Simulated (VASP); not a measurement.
# P (P6_3/mmc) in VASP: further runs

P is run at these levels: PBEsol; tasks: single point, relaxation of shape and atoms at fixed volume.

Everything below comes from runs of VASP 6.6.1. Logs are shortened: lines on timing, memory, paths and dates and some standing lists are left out, and cuts for length are marked.

### 1 The cell of the first run

The structure is hexagonal, space group P6_3/mmc (No. 194). Conventional cell: a = 3.246 Å, b = 3.246 Å, c = 3.195 Å, α = 90.00°, β = 90.00°, γ = 120.00°. Within 3.3 Å of P (site symmetry -6m2) lie 14 P at 2.46 to 3.25 Å.

This isn't the form of P at room conditions, which is orthorhombic.

### 2 Single point, PBEsol

Contents of INCAR:

```
  ALGO = Normal
  EDIFF = 1E-7
  ENCUT = 520
  GGA = PS
  ISIF = 2
  ISMEAR = -1
  LASPH = T
  LCHARG = F
  LREAL = F
  LWAVE = F
  NBANDS = 12
  NELM = 60
  PREC = Accurate
  SIGMA = 0.08
```

Contents of KPOINTS:

```
k-points
0
Gamma
  16 16 9
```

Contents of POSCAR:

```
P
1.0
    3.2459426066      0.0000000000      0.0000000000
   -1.6229713033      2.8110687566      0.0000000000
    0.0000000000      0.0000000000      3.1945237724
P
2
Direct
    0.3333333333      0.6666666667      0.2500000000
    0.6666666667      0.3333333333      0.7500000000
```

Potentials or basis: VASP PAW PBE potentials, release 64 (P).

The run is started by

```console
cat potpaw_PBE.64/P/POTCAR > POTCAR
mpirun -np 1 vasp_std > vasp.out
```

OUTCAR:

```text
EDIFF = 1E-7
   ENCUT = 520
   GGA = PS
   ISIF = 2
   ISMEAR = -1
   LASPH = T
   LREAL = F
   NELM = 60
   PREC = Accurate

 ion  position               nearest neighbor table
   1  0.333  0.667  0.250-   2 2.46   2 2.46   2 2.46   2 2.46   2 2.46   2 2.46
   2  0.667  0.333  0.750-   1 2.46   1 2.46   1 2.46   1 2.46   1 2.46   1 2.46

  LATTYP: Found a hexagonal cell.
 ALAT       =     3.2459426066
 C/A-ratio  =     0.9841590439

  Lattice vectors:

 A1 = (   3.2459426066,   0.0000000000,   0.0000000000)
 A2 = (  -1.6229713033,   2.8110687566,   0.0000000000)
 A3 = (   0.0000000000,   0.0000000000,   3.1945237724)

Analysis of symmetry for initial positions (statically):
=====================================================================
 Subroutine PRICEL returns:
 Original cell was already a primitive cell.

 Routine SETGRP: Setting up the symmetry group for a
 hexagonal supercell.

 Subroutine GETGRP returns: Found 24 space group operations
 (whereof 12 operations were pure point group operations)
 out of a pool of 24 trial point group operations.

The static configuration has the point symmetry D_3d.
 The point group associated with its full space group is D_6h.

Analysis of symmetry for dynamics (positions and initial velocities):
=====================================================================
 Subroutine PRICEL returns:
 Original cell was already a primitive cell.

 Routine SETGRP: Setting up the symmetry group for a
 hexagonal supercell.

 Subroutine GETGRP returns: Found 24 space group operations
 (whereof 12 operations were pure point group operations)
 out of a pool of 24 trial point group operations.

The dynamic configuration has the point symmetry D_3d.
 The point group associated with its full space group is D_6h.

 Subroutine INISYM returns: Found 24 space group operations
 (whereof 12 operations are pure point group operations),
 and found     1 'primitive' translations

----------------------------------------------------------------------------------------

                                     Primitive cell

  volume of cell :      29.1486

  direct lattice vectors                    reciprocal lattice vectors
     3.245942607  0.000000000  0.000000000     0.308076920  0.177868293  0.000000000
    -1.622971303  2.811068757  0.000000000     0.000000000  0.355736585  0.000000000
     0.000000000  0.000000000  3.194523772     0.000000000  0.000000000  0.313035705

  length of vectors
     3.245942607  3.245942607  3.194523772     0.355736585  0.355736585  0.313035705

  position of ions in fractional coordinates (direct lattice)
     0.333333333  0.666666667  0.250000000
     0.666666667  0.333333333  0.750000000

  ion indices of the primitive-cell ions
   primitive index   ion index
                 1           1
                 2           2

----------------------------------------------------------------------------------------

 KPOINTS: k-points

Automatic generation of k-mesh.
 Grid dimensions read from file:
 generate k-points for:   16   16    9

 Generating k-lattice:

  Cartesian coordinates                     Fractional coordinates (reciprocal lattice)
     0.019254807  0.011116768  0.000000000     0.062500000  0.000000000  0.000000000
     0.000000000  0.022233537  0.000000000     0.000000000  0.062500000  0.000000000
     0.000000000  0.000000000  0.034781745     0.000000000  0.000000000  0.111111111

  Length of vectors
     0.022233537  0.022233537  0.034781745

  Shift w.r.t. Gamma in fractional coordinates (k-lattice)
     0.000000000  0.000000000  0.000000000

 Subroutine IBZKPT returns following result:
 ===========================================

 Found    150 irreducible k-points:

 Following reciprocal coordinates:
            Coordinates               Weight
  0.000000  0.000000  0.000000      1.000000
  0.062500 -0.000000  0.000000      6.000000
  0.125000 -0.000000  0.000000      6.000000
  0.187500 -0.000000  0.000000      6.000000
  0.250000 -0.000000  0.000000      6.000000
  0.312500  0.000000  0.000000      6.000000
[... 16 lines left out ...]
  0.187500  0.187500  0.000000      6.000000
  0.250000  0.187500  0.000000     12.000000
 [... further k-points ...]
   k-points           NKPTS =    150   k-points in BZ     NKDIM =    150   number of bands    NBANDS=     12
   number of dos      NEDOS =    301   number of ions     NIONS =      2
   total plane-waves  NPLWV =  13824
   dimension x,y,z NGX =    24 NGY =   24 NGZ =   24
   dimension x,y,z NGXF=    48 NGYF=   48 NGZF=   48
   ions per type =               2
   NGX,Y,Z   is equivalent  to a cutoff of  12.29, 12.29, 12.49 a.u.
   NGXF,Y,Z  is equivalent  to a cutoff of  24.58, 24.58, 24.98 a.u.
 SYSTEM =  unknown system
   PREC   = accura    normal or accurate (medium, high low for compatibility)
   ISTART =      0    job   : 0-new  1-cont  2-samecut
   ICHARG =      2    charge: 1-file 2-atom 10-const
   ISPIN  =      1    spin polarized calculation?
   LNONCOLLINEAR =      F non collinear calculations
   LSORBIT =      F    spin-orbit coupling
   LASPH  =      T    aspherical Exc in radial PAW
   ENCUT  =  520.0 eV  38.22 Ry    6.18 a.u.   6.04  6.04  5.94*2*pi/ulx,y,z
   NELM   =     60;   NELMIN=  2; NELMDL= -5     # of ELM steps
   EDIFF  = 0.1E-06   stopping-criterion for ELM
   LREAL  =      F    real-space projection
   EDIFFG = 0.1E-05   stopping-criterion for IOM
   NSW    =      0    number of steps for IOM
   IBRION =     -1    ionic relax: 0-MD 1-quasi-New 2-CG
   NFREE  =      0    steps in history (QN), initial steepest desc. (CG)
   ISIF   =      2    stress and relaxation
   ISYM   =      2    0-nonsym 1-usesym 2-fastsym
   POTIM  = 0.5000    time-step for ionic-motion
   TEBEG  =    0.0;   TEEND  =   0.0 temperature during run
   PSTRESS=    0.0 pullay stress
   NELECT =      10.0000    total number of electrons
   NUPDOWN=      -1.0000    fix difference up-down
   EMIN   =  10.00;   EMAX   =-10.00  energy-range for DOS
   EFERMI =   0.00;   METHOD = LEGACY
   ISMEAR =    -1;   SIGMA  =   0.08  broadening in eV -4-tet -1-fermi 0-gaus
   EFERMI_NEDOS =   21; number of points for ismear=-14 and -15
   IALGO  =     38    algorithm
   IMIX   =      4    mixing-type and parameters
     AMIX     =   0.40;   BMIX     =  1.00
     AMIX_MAG =   1.60;   BMIX_MAG =  1.00
  volume/ion in A,a.u.               =      14.57        98.35
  Fermi-wavevector in a.u.,A,eV,Ry     =   1.146046  2.165713 17.870181  1.313421
  Thomas-Fermi vector in A             =   2.282732
   LORBIT       =      0    0 simple, 1 ext, 2 COOP (PROOUT), +10 PAW based schemes
   GGA     = PS    functional components
   LHFCALC =     F    Hartree Fock is set to
   AEXX    =    0.0000 exact exchange contribution
   IVDW    =     0    specifies the selected vdW correction
   LEPSILON=     F    determine dielectric tensor
   LRPA    =     F    only Hartree local field effects (RPA)
 non-spin polarized calculation
  energy-cutoff  :      520.00
  volume of cell :       29.15
 maximum number of plane-waves:       808
   NGX = 13   NGY = 13   NGZ = 11

 number of electron      10.0000000 magnetization

 number of electron       9.9999999 magnetization

 Free energy of the ion-electron system (eV)
  ---------------------------------------------------
  ext. energy  EPLUGINS =         0.00000000
  ---------------------------------------------------
  free energy    TOTEN  =       -10.96101722 eV

  energy without entropy =      -10.94327620  energy(sigma->0) =      -10.95214671

 E-fermi :   9.6459     XC(G=0): -11.3968

 val. band max:        9.6312859461   @ k =   0.1250   0.0625   0.1111
 cond. band min:       9.6514177157   @ k =   0.3750  -0.0000   0.4444
 fundamental gap:      0.0201317696
 Fermi energy:         9.6458650005

 k-point     1 :       0.0000    0.0000    0.0000
  band No.  band energies     occupation
      1      -6.9736      2.00000
      2       5.5205      2.00000
      3       6.4965      2.00000
      4       7.9214      2.00000
      5       7.9214      2.00000
      6      11.9055      0.00000
      7      11.9055      0.00000
      8      12.2673      0.00000
      9      18.1092      0.00000
     10      18.2692      0.00000
     11      21.3532      0.00000
     12      21.3532      0.00000

 k-point     2 :       0.0625   -0.0000    0.0000
  band No.  band energies     occupation
      1      -6.9078      2.00000
      2       5.5793      2.00000
      3       6.1117      2.00000
      4       7.7470      2.00000
      5       7.8632      2.00000
      6      11.7673      0.00000
      7      12.1714      0.00000
      8      12.7166      0.00000
      9      17.6231      0.00000
     10      18.5380      0.00000
     11      21.2073      0.00000
     12      21.7463      0.00000

 k-point     3 :       0.1250   -0.0000    0.0000
  band No.  band energies     occupation
      1      -6.7113      2.00000
      2       5.0979      2.00000
      3       5.7551      2.00000
      4       7.3356      2.00000
      5       7.8817      2.00000
      6      11.3675      0.00000
      7      12.8469      0.00000
      8      13.8341      0.00000
      9      16.5824      0.00000
     10      18.8722      0.00000
     11      20.8439      0.00000
     12      21.5272      0.00000

 k-point     4 :       0.1875   -0.0000    0.0000
  band No.  band energies     occupation
      1      -6.3859      2.00000
      2       3.8056      2.00000
      3       6.0451      2.00000
      4       6.8566      2.00000
      5       8.0052      2.00000
      6      10.9512      0.00000
      7      13.7281      0.00000
      8      15.1523      0.00000
      9      15.3855      0.00000
     10      18.4717      0.00000
     11      20.3958      0.00000
     12      21.2800      0.00000

 k-point     5 :       0.2500   -0.0000    0.0000
  band No.  band energies     occupation
      1      -5.9362      2.00000
      2       2.4530      2.00000
      3       6.4075      2.00000
      4       6.4437      2.00000
      5       8.1363      2.00000
      6      10.7074      0.00000
      7      14.1741      0.00000
      8      14.6486      0.00000
      9      16.0771      0.00000
     10      18.0799      0.00000
     11      19.9594      0.00000
     12      21.2217      0.00000
[... 228 lines left out ...]
      1      -3.8512      2.00000
      2      -1.0554      2.00000
      3       4.0684      2.00000
      4       8.2254      2.00000
      5       9.6280      1.11148
      6      11.0214      0.00000
      7      12.1894      0.00000
      8      13.8816      0.00000
      9      15.7623      0.00000
     10      17.7551      0.00000
     11      19.8553      0.00000
     12      22.9198      0.00000

 k-point    22 :       0.4375    0.1250    0.0000
  band No.  band energies     occupation
      1      -3.4730      2.00000
      2      -1.5357      2.00000
      3       3.9924      2.00000
      4       8.5094      2.00000
      5       9.6773      0.80594
      6      10.6505      0.00001
      7      12.5944      0.00000
      8      13.2908      0.00000
      9      15.8460      0.00000
     10      17.6723      0.00000
     11      21.1720      0.00000
     12      21.5526      0.00000

 k-point    23 :       0.1875    0.1875    0.0000
  band No.  band energies     occupation
      1      -5.2417      2.00000
      2       1.2977      2.00000
      3       4.3718      2.00000
      4       7.0561      2.00000
      5       9.2717      1.98156
      6      12.5697      0.00000
      7      12.9566      0.00000
      8      13.6661      0.00000
      9      16.7430      0.00000
     10      16.8783      0.00000
     11      18.1851      0.00000
     12      22.7479      0.00000

 k-point    24 :       0.2500    0.1875    0.0000
  band No.  band energies     occupation
      1      -4.6326      2.00000
      2       0.3174      2.00000
      3       3.7110      2.00000
      4       7.5862      2.00000
      5       9.7983      0.25901
      6      12.0647      0.00000
      7      12.6324      0.00000
      8      14.3787      0.00000
      9      15.8718      0.00000
     10      17.1391      0.00000
     11      17.5601      0.00000
     12      24.3362      0.00000

 [... further k-points ...]

------------------------ aborting loop because EDIFF is reached ----------------------------------------

  FORCE on cell =-STRESS in cart. coord.  units (eV):
  Direction    XX          YY          ZZ          XY          YZ          ZX
  --------------------------------------------------------------------------------------
  -------------------------------------------------------------------------------------
  Total        0.0177138      0.0177138      0.0290938      0.0000000     -0.0000000      0.0000000
  in kB        0.9736523      0.9736523      1.5991648      0.0000000     -0.0000000      0.0000000
  external PRESSURE =       1.1821565 kB  Pullay stress =       0.0000000 kB

 VOLUME and BASIS-vectors are now :
 -----------------------------------------------------------------------------
  energy-cutoff  :      520.00
  volume of cell :       29.15
      direct lattice vectors                 reciprocal lattice vectors
     3.245942607  0.000000000  0.000000000     0.308076920  0.177868293  0.000000000
    -1.622971303  2.811068757  0.000000000     0.000000000  0.355736585  0.000000000
     0.000000000  0.000000000  3.194523772     0.000000000  0.000000000  0.313035705

 POSITION                                       TOTAL-FORCE (eV/Angst)
 -----------------------------------------------------------------------------------
     -0.00000      1.87405      0.79863         0.000000      0.000000      0.000000
      1.62297      0.93702      2.39589        -0.000000      0.000000      0.000000
 -----------------------------------------------------------------------------------
    total drift:                               -0.000000      0.000000      0.000000

  FREE ENERGIE OF THE ION-ELECTRON SYSTEM (eV)
  ---------------------------------------------------
  free  energy   TOTEN  =       -10.9610172238 eV

  energy  without entropy=      -10.9432762033  energy(sigma->0) =      -10.95214671
```

It took 31 s on 1 thread of Intel Xeon 8259CL, shared host; peak memory 0.16 GiB.

What came out:

```
Free energy            : -10.9610 eV
Pressure               : 0.1 GPa
Band gap on the k mesh : zero (bands 5 and 6 overlap by 5.30 eV)
```

Caveat: the PAW data sets were made with another functional, which shifts forces and pressure a little.

### 3 Single point, PBEsol

Contents of INCAR:

```
SYSTEM = P
  ALGO = Normal
  EDIFF = 1E-6
  ENCUT = 520
  GGA = PS
  ISIF = 2
  ISMEAR = -1
  LASPH = .TRUE.
  LCHARG = .TRUE.
  LELF = .TRUE.
  LREAL = .FALSE.
  LVHAR = .TRUE.
  LWAVE = .FALSE.
  NBANDS = 12
  NELM = 80
  PREC = Accurate
  SIGMA = 0.08
```

Contents of KPOINTS:

```
k-points
0
G
  16 16 9
  0 0 0
```

POSCAR is that of step 2.

Potentials or basis: VASP PAW PBE potentials, release 64 (P).

The run is started by

```console
cat potpaw_PBE.64/P/POTCAR > POTCAR
mpirun -np 1 vasp_std > vasp.out
```

It took 25 s on 1 thread of Intel Xeon 8259CL, shared host; peak memory 0.16 GiB.

It converged, with:

* Free energy: -10.9610 eV
* Pressure: 0.1 GPa
* Band gap on the k mesh: zero (bands 5 and 6 overlap by 5.30 eV)

Levels at points of the mesh, in eV from the Fermi level:
```csv
k point,band 3,band 4,band 5,band 6,band 7,band 8
"(0.00, 0.00, 0.00)",-3.15,-1.72,-1.72,2.26,2.26,2.62
"(0.50, 0.00, 0.00)",-4.12,-1.59,-1.33,1.10,2.87,3.03
```

Caveat: the PAW data sets were made with another functional, which shifts forces and pressure a little.

### 4 Relaxation of shape and atoms at fixed volume, PBEsol

This run uses another cell than the first one, of 6.27 Å³/atom.

Contents of INCAR:

```
SYSTEM = P
PREC     = Accurate       ! precision mode
ENCUT    = 600            ! plane-wave cutoff, eV
EDIFF    = 1E-7           ! SCF threshold, eV
ISMEAR   = -1             ! smearing method
SIGMA    = 0.08           ! smearing width, eV
LREAL    = .False.        ! projectors in reciprocal space
LASPH    = .True.         ! aspherical terms in the spheres
NELM     = 100            ! most SCF steps
ALGO     = Normal         ! electronic algorithm
ISIF     = 4              ! what is computed and relaxed
LWAVE    = .False.        ! write WAVECAR
LCHARG   = .False.        ! write CHGCAR
GGA      = PS             ! functional
IBRION   = 2              ! ionic algorithm
NSW      = 50             ! ionic steps
EDIFFG   = -0.005         ! ionic threshold
```

Contents of KPOINTS:

```
regular mesh
0
Gamma
  16 16 9
  0 0 0
```

Contents of POSCAR:

```
P
1.0
    2.4499862956      0.0000000000      0.0000000000
   -1.2249931478      2.1217503709      0.0000000000
    0.0000000000      0.0000000000      2.4111761704
P
2
Direct
    0.3333333333      0.6666666667      0.2500000000
    0.6666666667      0.3333333333      0.7500000000
```

The run is started by

```console
cat potpaw_PBE.64/P/POTCAR > POTCAR
mpirun -np 1 vasp_std > vasp.out
```

Wall time 3.3 min (1 thread of Intel Xeon 8259CL, shared host); peak memory 0.14 GiB.

Results (log left out):

| Item | Value |
| --- | --- |
| Free energy | -0.7883 eV |
| Pressure after relaxing | 378.0 GPa |
| Band gap on the k mesh | zero (bands 5 and 6 overlap by 20.84 eV) |

Stress tensor (GPa, compression positive):
```
378.03   0.00   0.00
  0.00 378.03   0.00
  0.00   0.00 377.84
```

Final structure:
```cif
data_structure
_symmetry_space_group_name_H-M 'P 1'
_symmetry_Int_Tables_number 1
_cell_length_a 2.0494
_cell_length_b 2.0494
_cell_length_c 3.4460
_cell_angle_alpha 90.000
_cell_angle_beta 90.000
_cell_angle_gamma 120.000
_cell_volume 12.53
loop_
_atom_site_label
_atom_site_type_symbol
_atom_site_fract_x
_atom_site_fract_y
_atom_site_fract_z
_atom_site_occupancy
P1 P 0.33333 0.66667 0.25000 1
P2 P 0.66667 0.33333 0.75000 1
```

Levels at points of the mesh, in eV from the Fermi level:
| k point | band 3 | band 4 | band 5 | band 6 | band 7 | band 8 |
| --- | --- | --- | --- | --- | --- | --- |
| (0.00, 0.00, 0.00) | -16.12 | 11.82 | 11.82 | 12.02 | 12.06 | 12.06 |
| (0.50, 0.00, 0.00) | -7.48 | -6.25 | -6.18 | -4.85 | 2.91 | 7.30 |

Caveat: a cell axis changed by over 15 % at a fixed basis, so the end point is rough; the PAW data sets were made with another functional, which shifts forces and pressure a little.
